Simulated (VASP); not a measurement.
# W (I4_1/amd) in VASP: single point with PBE

Aim: the single point of W with PBE.

All numbers are computed with VASP 6.6.1; they aren't measurements. Logs are shortened: lines on timing, memory, paths and dates and some standing lists are left out, and cuts for length are marked.

## Step 1: The cell of the first run

The structure is tetragonal, space group I4_1/amd (No. 141). The conventional cell has a = 5.056 Å, b = 5.056 Å, c = 2.663 Å, α = 90.00°, β = 90.00°, γ = 90.00°. W (site symmetry -4m2) has 10 W at 2.61 to 3.22 Å within 3.4 Å.

## Step 2: Single point, PBE

The input, INCAR:

```
PREC = Accurate ; ENCUT = 520
EDIFF = 1E-6 ; ISMEAR = -1
SIGMA = 0.08 ; LREAL = False
LASPH = True ; NELM = 100
ALGO = Normal ; ISIF = 2
LWAVE = False ; LCHARG = False
GGA = PE ; NBANDS = 21
```

The input, KPOINTS:

```
Automatic mesh
0
Gamma
  16 16 16
```

The input, POSCAR:

```
W
1.0
   -2.5279740064      2.5279740064      1.3313793363
    2.5279740064     -2.5279740064      1.3313793363
    2.5279740064      2.5279740064     -1.3313793363
W
2
Direct
   -0.3750000000     -0.1250000000     -0.2500000000
    0.3750000000      0.1250000000      0.2500000000
```

Potentials or basis: VASP PAW PBE potentials, release 64 (W_sv).

On the command line:

```bash
> cat potpaw_PBE.64/W_sv/POTCAR > POTCAR
> mpirun -np 1 vasp_std > vasp.out
```

OUTCAR:

```text
PREC = Accurate
   ENCUT = 520
   EDIFF = 1E-6
   ISMEAR = -1
   LREAL = False
   LASPH = True
   NELM = 100
   ISIF = 2
   GGA = PE

 ion  position               nearest neighbor table
   1  0.625  0.875  0.750-   2 2.61   2 2.61   2 2.61   2 2.61   2 3.22   2 3.22   2 3.22   2 3.22

   2  0.375  0.125  0.250-   1 2.61   1 2.61   1 2.61   1 2.61   1 3.22   1 3.22   1 3.22   1 3.22

  LATTYP: Found a body centered tetragonal cell.
 ALAT       =     5.0559480128
 C/A-ratio  =     0.5266586337

  Lattice vectors:

 A1 = (  -2.5279740064,   2.5279740064,   1.3313793363)
 A2 = (   2.5279740064,  -2.5279740064,   1.3313793363)
 A3 = (   2.5279740064,   2.5279740064,  -1.3313793363)

Analysis of symmetry for initial positions (statically):
=====================================================================
 Subroutine PRICEL returns:
 Original cell was already a primitive cell.

 Routine SETGRP: Setting up the symmetry group for a
 body centered tetragonal supercell.

 Subroutine GETGRP returns: Found 16 space group operations
 (whereof  4 operations were pure point group operations)
 out of a pool of 16 trial point group operations.

The static configuration has the point symmetry C_2h.
 The point group associated with its full space group is D_4h.

Analysis of symmetry for dynamics (positions and initial velocities):
=====================================================================
 Subroutine PRICEL returns:
 Original cell was already a primitive cell.

 Routine SETGRP: Setting up the symmetry group for a
 body centered tetragonal supercell.

 Subroutine GETGRP returns: Found 16 space group operations
 (whereof  4 operations were pure point group operations)
 out of a pool of 16 trial point group operations.

The dynamic configuration has the point symmetry C_2h.
 The point group associated with its full space group is D_4h.

 Subroutine INISYM returns: Found 16 space group operations
 (whereof  4 operations are pure point group operations),
 and found     1 'primitive' translations

----------------------------------------------------------------------------------------

                                     Primitive cell

  volume of cell :      34.0335

  direct lattice vectors                    reciprocal lattice vectors
    -2.527974006  2.527974006  1.331379336     0.000000000  0.197786844  0.375550368
[... 80 lines left out ...]
   ISPIN  =      1    spin polarized calculation?
   LNONCOLLINEAR =      F non collinear calculations
   LSORBIT =      F    spin-orbit coupling
   LASPH  =      T    aspherical Exc in radial PAW
   ENCUT  =  520.0 eV  38.22 Ry    6.18 a.u.   7.09  7.09  7.09*2*pi/ulx,y,z
   NELM   =    100;   NELMIN=  2; NELMDL= -5     # of ELM steps
   EDIFF  = 0.1E-05   stopping-criterion for ELM
   LREAL  =      F    real-space projection
   EDIFFG = 0.1E-04   stopping-criterion for IOM
   NSW    =      0    number of steps for IOM
   IBRION =     -1    ionic relax: 0-MD 1-quasi-New 2-CG
   NFREE  =      0    steps in history (QN), initial steepest desc. (CG)
   ISIF   =      2    stress and relaxation
   ISYM   =      2    0-nonsym 1-usesym 2-fastsym
   POTIM  = 0.5000    time-step for ionic-motion
   TEBEG  =    0.0;   TEEND  =   0.0 temperature during run
   PSTRESS=    0.0 pullay stress
   NELECT =      28.0000    total number of electrons
   NUPDOWN=      -1.0000    fix difference up-down
   EMIN   =  10.00;   EMAX   =-10.00  energy-range for DOS
   EFERMI =   0.00;   METHOD = LEGACY
   ISMEAR =    -1;   SIGMA  =   0.08  broadening in eV -4-tet -1-fermi 0-gaus
   EFERMI_NEDOS =   21; number of points for ismear=-14 and -15
   IALGO  =     38    algorithm
   IMIX   =      4    mixing-type and parameters
     AMIX     =   0.40;   BMIX     =  1.00
     AMIX_MAG =   1.60;   BMIX_MAG =  1.00
  volume/ion in A,a.u.               =      17.02       114.83
  Fermi-wavevector in a.u.,A,eV,Ry     =   1.533999  2.898838 32.016603  2.353154
  Thomas-Fermi vector in A             =   2.640988
   LORBIT       =      0    0 simple, 1 ext, 2 COOP (PROOUT), +10 PAW based schemes
   GGA     = PE    functional components
   LHFCALC =     F    Hartree Fock is set to
   AEXX    =    0.0000 exact exchange contribution
   IVDW    =     0    specifies the selected vdW correction
   LEPSILON=     F    determine dielectric tensor
   LRPA    =     F    only Hartree local field effects (RPA)
 non-spin polarized calculation
  energy-cutoff  :      520.00
  volume of cell :       34.03
 maximum number of plane-waves:       936
   NGX = 15   NGY = 15   NGZ = 15

 number of electron      28.0000003 magnetization

 Free energy of the ion-electron system (eV)
  ---------------------------------------------------
  ext. energy  EPLUGINS =         0.00000000
  ---------------------------------------------------
  free energy    TOTEN  =       -23.63529748 eV

  energy without entropy =      -23.59588333  energy(sigma->0) =      -23.61559040

 E-fermi :  10.3568     XC(G=0): -13.1359

 val. band max:       10.3545233656   @ k =  -0.3125  -0.3750   0.1875
 cond. band min:      10.3605370260   @ k =  -0.2500  -0.4375   0.1875
 fundamental gap:      0.0060136604
 Fermi energy:        10.3567801514

 k-point     1 :       0.0000    0.0000    0.0000
  band No.  band energies     occupation
      1     -63.6267      2.00000
      2     -63.4047      2.00000
      3     -28.3711      2.00000
      4     -28.3711      2.00000
      5     -27.2140      2.00000
      6     -27.2140      2.00000
[... 565 lines left out ...]
     20      15.6629      0.00000
     21      17.8273      0.00000

 [... further k-points ...]

------------------------ aborting loop because EDIFF is reached ----------------------------------------

  FORCE on cell =-STRESS in cart. coord.  units (eV):
  Direction    XX          YY          ZZ          XY          YZ          ZX
  --------------------------------------------------------------------------------------
  -------------------------------------------------------------------------------------
  Total        1.9943401      1.9943401      1.9917417     -0.0000000      0.0000000      0.0000000
  in kB       93.8864219     93.8864219     93.7640974     -0.0000000      0.0000000      0.0000000
  external PRESSURE =      93.8456471 kB  Pullay stress =       0.0000000 kB

 VOLUME and BASIS-vectors are now :
 -----------------------------------------------------------------------------
  energy-cutoff  :      520.00
  volume of cell :       34.03
      direct lattice vectors                 reciprocal lattice vectors
    -2.527974006  2.527974006  1.331379336     0.000000000  0.197786844  0.375550368
     2.527974006 -2.527974006  1.331379336     0.197786844  0.000000000  0.375550368
     2.527974006  2.527974006 -1.331379336     0.197786844  0.197786844  0.000000000

 POSITION                                       TOTAL-FORCE (eV/Angst)
 -----------------------------------------------------------------------------------
      2.52797      1.26399      0.99853         0.000000     -0.000000     -0.000000
      0.00000      1.26399      0.33284        -0.000000      0.000000      0.000000
 -----------------------------------------------------------------------------------
    total drift:                                0.000000      0.000000     -0.000000

  FREE ENERGIE OF THE ION-ELECTRON SYSTEM (eV)
  ---------------------------------------------------
  free  energy   TOTEN  =       -23.6352974757 eV

  energy  without entropy=      -23.5958833276  energy(sigma->0) =      -23.61559040
```

stdout:

```text
POSCAR found type information on POSCAR W
 POSCAR found :  1 types and       2 ions
 scaLAPACK will be used
 LDA part: xc-table for (Slater+PW92), standard interpolation
 POSCAR, INCAR and KPOINTS ok, starting setup
 FFT: planning ... GRIDC
 FFT: planning ... GRID_SOFT
 FFT: planning ... GRID
 WAVECAR not read
 entering main loop
```

It took 70 s on 1 thread of Intel Xeon 6975P-C (Granite Rapids), shared host; peak memory 0.31 GiB.

What came out:

```yaml
Free_energy: -23.6353 eV
Pressure: 9.4 GPa
Band_gap_on_the_k_mesh: zero (bands 14 and 15 overlap by 3.34 eV)
```

Levels at points of the mesh, in eV from the Fermi level:
| k point | band 10 | band 11 | band 12 | band 13 | band 14 | band 15 | band 16 | band 17 | band 18 | band 19 |
| --- | --- | --- | --- | --- | --- | --- | --- | --- | --- | --- |
| (0.00, 0.00, 0.00) | -5.71 | -3.92 | -3.77 | -2.70 | 2.25 | 2.25 | 2.31 | 2.31 | 5.06 | 5.53 |
| (0.50, 0.00, 0.00) | -4.92 | -3.44 | -2.64 | -0.44 | -0.29 | -0.16 | 2.01 | 3.11 | 3.53 | 7.26 |
| (0.50, 0.50, 0.00) | -5.67 | -3.07 | -3.07 | -1.29 | -1.29 | 0.41 | 0.41 | 3.36 | 3.36 | 3.70 |
| (0.50, 0.50, 0.50) | -5.55 | -2.60 | -2.60 | -0.64 | -0.64 | 1.13 | 1.13 | 2.86 | 2.86 | 2.88 |

Caveat: the cell stands under pressure; spin-orbit coupling is left out, which moves the levels of the heavy elements.
